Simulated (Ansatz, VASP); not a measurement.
## Ir in VASP and in Ansatz

Contents of INCAR:

```
SYSTEM = Ir
ALGO = Normal
EDIFF = 1E-6
ENCUT = 560
GGA = CA
GGA_COMPAT = .False.
ISIF = 2
ISMEAR = 0
LASPH = .True.
LCHARG = .False.
LREAL = .False.
LWAVE = .False.
NBANDS = 14
NELM = 120
PREC = Accurate
SIGMA = 0.15
```

File KPOINTS:

```
k-points
0
Gamma
  22 22 22
  0 0 0
```

Contents of POSCAR:

```
Ir
1.0
    0.0000000000      1.8402976836      1.9880735875
    1.8402976836      0.0000000000      1.9880735875
    1.8402976836      1.8402976836      0.0000000000
Ir
1
Direct
    0.0000000000      0.0000000000      0.0000000000
```

Input for Ansatz:

```yaml
crystal:
  lattice:
    - [0.0, 1.8402976836, 1.9880735875]
    - [1.8402976836, 0.0, 1.9880735875]
    - [1.8402976836, 1.8402976836, 0.0]
  atoms:
    - { symbol: Ir, position: [0.0, 0.0, 0.0] }
basis:
  ecutwfc: 420
kpoints:
  mp_grid: { grid: [22, 22, 22] }
hamiltonian:
  xc: lda
  pseudopotentials: { kind: paw, azcp: { folder: soft_1 } }
scf:
  occupations: { method: gaussian, width: 0.15 }
output:
  forces: true
  stress: true
  eigenvalues: true
```

Alike in both runs: task single point; functional LDA; k mesh 22 × 22 × 22; occupations gaussian, width 0.15 eV; no spin polarisation.

|  | VASP | Ansatz |
| --- | --- | --- |
| version | VASP 6.6.1 | Ansatz 0.2.0 |
| potentials or method | VASP PAW LDA potentials, release 64 (Ir_sv_GW), cutoff 560 eV | scalar-relativistic, plane waves, PAW |
| valence electrons in the cell | 17 | 17 |

Ansatz gave:

```
gap on the k mesh at the Fermi level (eV)                     : none
pressure (GPa)                                                : 13.6
traceless stress, the component that is largest in VASP (GPa) : -22.51
```

Task: What did VASP give for the same quantities?

Result: gap on the k mesh at the Fermi level (eV): none; pressure (GPa): 13.3; traceless stress, the component that is largest in VASP (GPa): -22.48.

Ansatz warns that its potentials were made for another functional, while VASP's fit it. LDA's correlation is that of Perdew and Zunger in VASP and of Perdew and Wang (1992) in Ansatz. A gap of «none» marks a metal or a gap that the smearing closes.

Neither program's run includes spin-orbit coupling.
